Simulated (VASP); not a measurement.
# CdI2 (P-3m1) in VASP: further runs

Runs on CdI2. Level: PBEsol. Tasks: relaxation of shape and atoms at fixed volume.

Everything below comes from runs of VASP 6.6.1. Logs are shortened: lines on timing, memory, paths and dates and some standing lists are left out, and cuts for length are marked.

### Step 1. The cell of the first run

Symmetry: P-3m1, No. 164, trigonal system. The conventional cell has a = 3.580 Å, b = 3.580 Å, c = 5.785 Å, α = 90.00°, β = 90.00°, γ = 120.00°. Cd (site symmetry -3m) has 6 I at 2.52 Å within 3.3 Å. Within 3.3 Å of I (site symmetry 3m) lie 3 Cd at 2.52 Å.

### Step 2. Relaxation of shape and atoms at fixed volume, PBEsol

INCAR

```
PREC = Accurate ; ENCUT = 500
EDIFF = 1E-7 ; ISMEAR = -1
SIGMA = 0.03 ; LREAL = False
LASPH = True ; NELM = 120
ALGO = Normal ; ISIF = 4
LWAVE = False ; LCHARG = False
GGA = PS ; IBRION = 2
NSW = 50 ; EDIFFG = -0.01
GGA_COMPAT = False ; NELMIN = 4
```

KPOINTS

```
regular mesh
0
Gamma
  8 8 4
```

POSCAR

```
CdI2
1.0
    3.5795282315      0.0000000000      0.0000000000
   -1.7897641158      3.0999623821      0.0000000000
    0.0000000000      0.0000000000      5.7851046513
Cd I
1 2
Direct
    0.0000000000      0.0000000000      0.0000000000
    0.3333333333      0.6666666667      0.2492000000
    0.6666666667      0.3333333333      0.7508000000
```

Potentials or basis: VASP PAW PBE potentials, release 64 (Cd, I).

Launch:

```console
cat potpaw_PBE.64/Cd/POTCAR potpaw_PBE.64/I/POTCAR > POTCAR
mpirun -np 1 vasp_std > vasp.out
```

OUTCAR:

```text
PREC = Accurate
   ENCUT = 500
   EDIFF = 1E-7
   ISMEAR = -1
   LREAL = False
   LASPH = True
   NELM = 120
   ISIF = 4
   GGA = PS
   IBRION = 2
   NSW = 50
   EDIFFG = -0.01
   NELMIN = 4

 ion  position               nearest neighbor table
   1  0.000  0.000  0.000-   2 2.52   3 2.52   3 2.52   2 2.52   3 2.52   2 2.52
   2  0.333  0.667  0.249-   1 2.52   1 2.52   1 2.52   3 3.55   3 3.55   3 3.55   3 3.56   3 3.56
                             3 3.56
   3  0.667  0.333  0.751-   1 2.52   1 2.52   1 2.52   2 3.55   2 3.55   2 3.55   2 3.56   2 3.56
                             2 3.56

  LATTYP: Found a hexagonal cell.
 ALAT       =     3.5795282315
 C/A-ratio  =     1.6161639962

  Lattice vectors:

 A1 = (   3.5795282315,   0.0000000000,   0.0000000000)
 A2 = (  -1.7897641158,   3.0999623821,   0.0000000000)
 A3 = (   0.0000000000,   0.0000000000,   5.7851046513)

Analysis of symmetry for initial positions (statically):
=====================================================================
 Subroutine PRICEL returns:
 Original cell was already a primitive cell.

 Routine SETGRP: Setting up the symmetry group for a
 hexagonal supercell.

 Subroutine GETGRP returns: Found 12 space group operations
 (whereof 12 operations were pure point group operations)
 out of a pool of 24 trial point group operations.

The static configuration has the point symmetry D_3d.

Analysis of symmetry for dynamics (positions and initial velocities):
=====================================================================
 Subroutine PRICEL returns:
 Original cell was already a primitive cell.

 Routine SETGRP: Setting up the symmetry group for a
 hexagonal supercell.

 Subroutine GETGRP returns: Found 12 space group operations
 (whereof 12 operations were pure point group operations)
 out of a pool of 24 trial point group operations.

The dynamic configuration has the point symmetry D_3d.

 Subroutine INISYM returns: Found 12 space group operations
 (whereof 12 operations are pure point group operations),
 and found     1 'primitive' translations

----------------------------------------------------------------------------------------

                                     Primitive cell

  volume of cell :      64.1939

  direct lattice vectors                    reciprocal lattice vectors
     3.579528231  0.000000000  0.000000000     0.279366424  0.161292280  0.000000000
    -1.789764116  3.099962382  0.000000000     0.000000000  0.322584560  0.000000000
     0.000000000  0.000000000  5.785104651     0.000000000  0.000000000  0.172857720

  length of vectors
     3.579528231  3.579528232  5.785104651     0.322584560  0.322584560  0.172857720

  position of ions in fractional coordinates (direct lattice)
     0.000000000  0.000000000  0.000000000
     0.333333333  0.666666667  0.249200000
     0.666666667  0.333333333  0.750800000

  ion indices of the primitive-cell ions
   primitive index   ion index
                 1           1
                 2           2
                 3           3

----------------------------------------------------------------------------------------

 KPOINTS: regular mesh

Automatic generation of k-mesh.
 Grid dimensions read from file:
 generate k-points for:    8    8    4

 Generating k-lattice:

  Cartesian coordinates                     Fractional coordinates (reciprocal lattice)
     0.034920803  0.020161535  0.000000000     0.125000000  0.000000000  0.000000000
     0.000000000  0.040323070  0.000000000     0.000000000  0.125000000  0.000000000
     0.000000000  0.000000000  0.043214430     0.000000000  0.000000000  0.250000000

  Length of vectors
     0.040323070  0.040323070  0.043214430

  Shift w.r.t. Gamma in fractional coordinates (k-lattice)
     0.000000000  0.000000000  0.000000000

 Subroutine IBZKPT returns following result:
 ===========================================

 Found     35 irreducible k-points:

 Following reciprocal coordinates:
            Coordinates               Weight
  0.000000  0.000000  0.000000      1.000000
  0.125000  0.000000  0.000000      6.000000
  0.250000  0.000000  0.000000      6.000000
  0.375000  0.000000  0.000000      6.000000
  0.500000  0.000000  0.000000      3.000000
  0.125000  0.125000  0.000000      6.000000
[... 16 lines left out ...]
 -0.125000  0.500000  0.250000     12.000000
  0.250000  0.250000  0.250000     12.000000
 [... further k-points ...]
   k-points           NKPTS =     35   k-points in BZ     NKDIM =     35   number of bands    NBANDS=     17
   number of dos      NEDOS =    301   number of ions     NIONS =      3
   total plane-waves  NPLWV =  32928
   dimension x,y,z NGX =    28 NGY =   28 NGZ =   42
   dimension x,y,z NGXF=    56 NGYF=   56 NGZF=   84
   ions per type =               1   2
   NGX,Y,Z   is equivalent  to a cutoff of  13.00, 13.00, 12.07 a.u.
   NGXF,Y,Z  is equivalent  to a cutoff of  26.01, 26.01, 24.14 a.u.
 SYSTEM =  unknown system
   PREC   = accura    normal or accurate (medium, high low for compatibility)
   ISTART =      0    job   : 0-new  1-cont  2-samecut
   ICHARG =      2    charge: 1-file 2-atom 10-const
   ISPIN  =      1    spin polarized calculation?
   LNONCOLLINEAR =      F non collinear calculations
   LSORBIT =      F    spin-orbit coupling
   LASPH  =      T    aspherical Exc in radial PAW
   ENCUT  =  500.0 eV  36.75 Ry    6.06 a.u.   6.53  6.53 10.55*2*pi/ulx,y,z
   NELM   =    120;   NELMIN=  4; NELMDL= -5     # of ELM steps
   EDIFF  = 0.1E-06   stopping-criterion for ELM
   LREAL  =      F    real-space projection
   EDIFFG = -.1E-01   stopping-criterion for IOM
   NSW    =     50    number of steps for IOM
   IBRION =      2    ionic relax: 0-MD 1-quasi-New 2-CG
   NFREE  =      1    steps in history (QN), initial steepest desc. (CG)
   ISIF   =      4    stress and relaxation
   ISYM   =      2    0-nonsym 1-usesym 2-fastsym
   POTIM  = 0.5000    time-step for ionic-motion
   TEBEG  =    0.0;   TEEND  =   0.0 temperature during run
   PSTRESS=    0.0 pullay stress
   NELECT =      26.0000    total number of electrons
   NUPDOWN=      -1.0000    fix difference up-down
   EMIN   =  10.00;   EMAX   =-10.00  energy-range for DOS
   EFERMI =   0.00;   METHOD = LEGACY
   ISMEAR =    -1;   SIGMA  =   0.03  broadening in eV -4-tet -1-fermi 0-gaus
   EFERMI_NEDOS =   21; number of points for ismear=-14 and -15
   IALGO  =     38    algorithm
   IMIX   =      4    mixing-type and parameters
     AMIX     =   0.40;   BMIX     =  1.00
     AMIX_MAG =   1.60;   BMIX_MAG =  1.00
  volume/ion in A,a.u.               =      21.40       144.40
  Fermi-wavevector in a.u.,A,eV,Ry     =   1.211253  2.288936 19.961562  1.467133
  Thomas-Fermi vector in A             =   2.346774
   LORBIT       =      0    0 simple, 1 ext, 2 COOP (PROOUT), +10 PAW based schemes
   GGA     = PS    functional components
   LHFCALC =     F    Hartree Fock is set to
   AEXX    =    0.0000 exact exchange contribution
   IVDW    =     0    specifies the selected vdW correction
   LEPSILON=     F    determine dielectric tensor
   LRPA    =     F    only Hartree local field effects (RPA)
 conjugate gradient relaxation of ions
 non-spin polarized calculation
  energy-cutoff  :      500.00
  volume of cell :       64.19
 maximum number of plane-waves:      1653
 NGX is ok and might be reduce to    28
   NGX = 13   NGY = 13   NGZ = 21

--------------------------------------- Ionic step        1  -------------------------------------------

 number of electron      25.9999998 magnetization

 Free energy of the ion-electron system (eV)
  ---------------------------------------------------
  ext. energy  EPLUGINS =         0.00000000
  ---------------------------------------------------
  free energy    TOTEN  =        -1.49255473 eV

  energy without entropy =       -1.49255473  energy(sigma->0) =       -1.49255473

------------------------ aborting loop because EDIFF is reached ----------------------------------------

  FORCE on cell =-STRESS in cart. coord.  units (eV):
  Direction    XX          YY          ZZ          XY          YZ          ZX
  --------------------------------------------------------------------------------------
  -------------------------------------------------------------------------------------
  Total       24.6117058     24.6117058     23.9139231     -0.0000000      0.0000000      0.0000000
  in kB      614.2693739    614.2693739    596.8538170     -0.0000000      0.0000000      0.0000000
  external PRESSURE =     608.4641883 kB  Pullay stress =       0.0000000 kB
[... 281 lines left out ...]
  energy  without entropy=       -3.3290705414  energy(sigma->0) =       -3.32964481

--------------------------------------- Ionic step        9  -------------------------------------------

 number of electron      25.9999986 magnetization

 Free energy of the ion-electron system (eV)
  ---------------------------------------------------
  ext. energy  EPLUGINS =         0.00000000
  ---------------------------------------------------
  free energy    TOTEN  =        -3.33027798 eV

  energy without entropy =       -3.32908482  energy(sigma->0) =       -3.32968140

 E-fermi :   9.3216     XC(G=0): -11.3620

 val. band max:        9.3129298992   @ k =   0.0000   0.0000   0.5000
 cond. band min:       9.3676219054   @ k =   0.3750   0.2500   0.0000
 fundamental gap:      0.0546920062
 Fermi energy:         9.3216483148

 k-point     1 :       0.0000    0.0000    0.0000
  band No.  band energies     occupation
      1      -7.3284      2.00000
      2      -5.0833      2.00000
      3      -0.8969      2.00000
      4      -0.6443      2.00000
      5      -0.6443      2.00000
      6      -0.2905      2.00000
[... 9 lines left out ...]
     16      15.6769      0.00000
     17      15.6769      0.00000
[... 443 lines left out ...]
      1      -5.2302      2.00000
      2      -4.5461      2.00000
      3      -0.7841      2.00000
      4      -0.5749      2.00000
      5      -0.4053      2.00000
      6      -0.2408      2.00000
[... 9 lines left out ...]
     16      14.5652      0.00000
     17      15.8084      0.00000

 [... further k-points ...]
[... 5 lines left out ...]
  --------------------------------------------------------------------------------------
  -------------------------------------------------------------------------------------
  Total       15.6677502     15.6677502     15.6442712     -0.0000000     -0.0000000     -0.0000000
  in kB      391.0423419    391.0423420    390.4563433     -0.0000000     -0.0000000     -0.0000000
  external PRESSURE =     390.8470090 kB  Pullay stress =       0.0000000 kB
[... 18 lines left out ...]
  FREE ENERGIE OF THE ION-ELECTRON SYSTEM (eV)
  ---------------------------------------------------
  free  energy   TOTEN  =        -3.3302779775 eV

  energy  without entropy=       -3.3290848197  energy(sigma->0) =       -3.32968140

 reached required accuracy - stopping structural energy minimisation
```

It took 3.2 min on 1 thread of Intel Xeon Platinum 8488C (Sapphire Rapids), shared host; peak memory 0.2 GiB.

What came out:

| Property | Result |
| --- | --- |
| Free energy | -3.3303 eV |
| Energy gained by relaxing | 612.6 meV/atom |
| Ionic steps | 9 |
| Pressure after relaxing | 39.1 GPa |
| Band gap on the k mesh | 0.05 eV (least direct gap 2.08 eV) |

The path:
```csv
step,energy change (eV),largest force (eV/Å),pressure (GPa),volume (Å³)
1,0.0000,6.5023,60.85,64.19
2,-1.7213,0.9694,40.91,64.19
3,-1.7618,0.0631,41.96,64.19
4,-1.7614,0.0692,41.80,64.19
5,-1.8135,0.1146,40.50,64.19
6,-1.8368,0.1323,38.76,64.19
7,-1.8369,0.1341,38.87,64.19
8,-1.8377,0.0346,39.14,64.19
9,-1.8377,0.0007,39.08,64.19
```

Final structure:
```cif
data_structure
_symmetry_space_group_name_H-M 'P 1'
_symmetry_Int_Tables_number 1
_cell_length_a 3.4910
_cell_length_b 3.4910
_cell_length_c 6.0823
_cell_angle_alpha 90.000
_cell_angle_beta 90.000
_cell_angle_gamma 120.000
_cell_volume 64.19
loop_
_atom_site_label
_atom_site_type_symbol
_atom_site_fract_x
_atom_site_fract_y
_atom_site_fract_z
_atom_site_occupancy
Cd1 Cd 0.00000 0.00000 0.00000 1
I1 I 0.33333 0.66667 0.29850 1
I2 I 0.66667 0.33333 0.70150 1
```

Levels at points of the mesh, in eV from the valence-band top:
| k point | band 9 | band 10 | band 11 | band 12 | band 13 | band 14 | band 15 | band 16 | band 17 |
| --- | --- | --- | --- | --- | --- | --- | --- | --- | --- |
| (0.00, 0.00, 0.00) | -1.35 | -0.97 | -0.97 | -0.59 | -0.59 | 2.67 | 3.95 | 6.36 | 6.36 |
| (0.50, 0.00, 0.00) | -6.76 | -5.63 | -3.70 | -3.66 | -0.73 | 2.65 | 2.81 | 3.46 | 4.96 |
| (0.00, 0.00, 0.50) | -5.16 | -1.42 | -1.42 | 0.00 | 0.00 | 4.67 | 4.70 | 5.69 | 5.93 |
| (0.50, 0.00, 0.50) | -7.25 | -3.26 | -2.60 | -2.35 | -2.28 | 0.94 | 1.52 | 3.06 | 4.91 |

Caveat: the PAW data sets were made with another functional, which shifts forces and pressure a little; spin-orbit coupling is left out, which moves the levels of the heavy elements. A k mesh can miss the band edges.

[end of part 1 of 2]
